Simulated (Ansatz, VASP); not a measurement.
## Two plane-wave programs on Al3W

```
Al W
1.0
     0.00000    3.13889    3.13889
     3.13889    0.00000    3.13889
     3.13889    3.13889    0.00000
Al W
3 1
Direct
  0.50000 0.50000 0.50000
  0.25000 0.25000 0.25000
  0.75000 0.75000 0.75000
  0.00000 0.00000 0.00000
```

Change from the starting cell: species swapped into the Li3Sb type (Fm-3m, No. 225).

Alike in both runs: functional PBE; k mesh 12 × 12 × 12; occupations gaussian, width 0.1 eV; no spin polarisation.

Ansatz relaxed the structure, and its values are those at the end. VASP's run is a single point on that final structure, the one shown.

|  | VASP | Ansatz |
| --- | --- | --- |
| version | VASP 6.6.1 | Ansatz 0.2.0 |
| potentials or method | VASP PAW PBE potentials, release 64 (Al, W_sv), cutoff 500 eV | scalar-relativistic, plane waves, PAW |
| valence electrons in the cell | 23 | 23 |

```tsv
	VASP	Ansatz	Ansatz less VASP
gap on the k mesh at the Fermi level (eV)	none	none	-
pressure (GPa)	0.0	0.0	0.00
```

A gap of «none» marks a metal or a gap that the smearing closes.

Neither program's run includes spin-orbit coupling.
